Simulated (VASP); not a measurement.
A run of VASP 6.6.1:

INCAR

```
SYSTEM = Pd
PREC = Accurate
ENCUT = 520
EDIFF = 1E-6
ISMEAR = -1
SIGMA = 0.05
LREAL = .FALSE.
LASPH = .TRUE.
NELM = 150
ALGO = Normal
ISIF = 2
LWAVE = .FALSE.
LCHARG = .FALSE.
ISPIN = 2
MAGMOM = 0.5
LORBIT = 11
LMAXMIX = 4
GGA = PE
NBANDS = 15
```

Contents of KPOINTS:

```
Automatic mesh
0
G
  14 14 14
  0 0 0
```

POSCAR

```
Pd
1.0
    0.0000000000      1.9737080107      1.9737080107
    1.9737080107      0.0000000000      1.9737080107
    1.9737080107      1.9737080107      0.0000000000
Pd
1
Direct
    0.0000000000      0.0000000000      0.0000000000
```

Potentials or basis: VASP PAW PBE potentials, release 64 (Pd).

Launch:

```sh
$ cat potpaw_PBE.64/Pd/POTCAR > POTCAR
$ mpirun -np 1 vasp_std > vasp.out
```

Hardware: 1 thread of Intel(R) Xeon(R) Platinum 8488C (Sapphire Rapids), with other jobs on the host.

Task: How long does it take, and how much memory?

Result: Run time: 27 s on 1 thread of Intel(R) Xeon(R) Platinum 8488C (Sapphire Rapids), on a shared host, peak memory 0.17 GiB. Counts: scf iterations 12, k points 104.
